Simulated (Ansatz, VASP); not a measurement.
Two plane-wave programs on CdTe

```
Cd Te
1.0
     0.00000    3.15693    3.30115
     3.15693    0.00000    3.30115
     3.15693    3.15693    0.00000
Cd Te
1 1
Direct
  0.00000 0.00000 0.00000
  0.75000 0.75000 0.75000
```

Change from the starting cell: strain -0.015 along x and y, +0.030 along z, atoms carried along.

Alike in both runs: task single point; functional PBE; k mesh 8 × 8 × 8; occupations gaussian, width 0.05 eV; no spin polarisation.

```csv
,VASP,Ansatz
version,VASP 6.6.1,Ansatz 0.2.0
potentials or method,"VASP PAW PBE potentials, release 64 (Cd, Te), cutoff 520 eV","scalar-relativistic, plane waves, PAW"
valence electrons in the cell,18,36
```

```tsv
	VASP	Ansatz	Ansatz less VASP
gap on the k mesh at the Fermi level (eV)	0.81	0.81	0.000
least direct gap on the mesh (eV)	0.81	0.81	0.000
pressure (GPa)	4.4	4.2	-0.15
traceless stress, the component that is largest in VASP (GPa)	-0.44	-0.44	-0.003
```

VASP's potentials hold 18 valence electrons a cell and Ansatz's 36, so a difference there can come from the potentials and not from the codes.

Spin-orbit coupling is off throughout.
